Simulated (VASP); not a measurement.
Mg3Te2, 5 atoms in the cell. The structure is hexagonal, space group P6/mmm (No. 191). Conventional cell: a = 5.655 Å, b = 5.655 Å, c = 6.495 Å, α = 90.00°, β = 90.00°, γ = 120.00°. Mg (site symmetry mmm) has 4 Mg at 2.83 Å and 4 Te at 3.27 Å within 3.7 Å. Te (site symmetry 6mm) has 2 Te at 3.20 to 3.29 Å and 6 Mg at 3.27 Å within 4.2 Å. The cell was built from a structure type or drawn by symmetry, and may not be a known phase.

- Program: VASP 6.6.1
- Task: relaxation of cell and atoms
- Functional: PBE
- Potentials or basis: VASP PAW PBE potentials, release 64 (Mg, Te)
- Cutoff: 600 eV
- k mesh: 6 × 6 × 4
- Occupations: gaussian, width 0.1 eV
- Spin: no spin polarisation
- Dipole correction: no
- Further INCAR settings: ALGO = Fast; EDIFF = 1e-07; IBRION = 2; EDIFFG = -0.04; NSW = 90; ISIF = 3

Potentials or basis: VASP PAW PBE potentials, release 64 (Mg, Te).

Run with:

```console
$ cat potpaw_PBE.64/Mg/POTCAR potpaw_PBE.64/Te/POTCAR > POTCAR
$ mpirun -np 1 vasp_std > vasp.out
```

Hardware: 1 thread of Intel(R) Xeon(R) 6975P-C (Granite Rapids), on a shared host.

**Question.** How long does it take, and how much memory?

**Answer.** Run time: 2.3 min on 1 thread of Intel(R) Xeon(R) 6975P-C (Granite Rapids) (shared host), peak memory 0.39 GiB. Counts: scf iterations 51, k points 21, ion steps 5.
